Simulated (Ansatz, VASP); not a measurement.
## Two plane-wave programs on BiH2

```
Bi H
1.0
     3.70756    0.00000    0.00000
    -1.85378    3.21084    0.00000
     0.00000    0.00000    3.53849
Bi H
1 2
Direct
  0.00000 0.00000 0.00000
  0.33333 0.66667 0.79566
  0.66667 0.33333 0.20434
```

Alike in both runs: functional PBE; dispersion D3(BJ); k mesh 6 × 6 × 4; occupations gaussian, width 0.1 eV; no spin polarisation.

Ansatz relaxed the structure, and its values are those at the end. VASP's run is a single point on that final structure, the one shown.

|  | VASP | Ansatz |
| --- | --- | --- |
| version | VASP 6.6.1 | Ansatz 0.2.0 |
| potentials or method | VASP PAW PBE potentials, release 64 (Bi_d, H), cutoff 520 eV | scalar-relativistic, plane waves, PAW |
| valence electrons in the cell | 17 | 17 |

|  | VASP | Ansatz | Ansatz less VASP |
| --- | --- | --- | --- |
| gap on the k mesh at the Fermi level (eV) | none | none | - |
| pressure (GPa) | -0.2 | -0.1 | +0.11 |

A gap of «none» marks a metal or a gap that the smearing closes.

The k mesh is coarse, so the values compare programs but aren't converged. Spin-orbit coupling is off throughout.
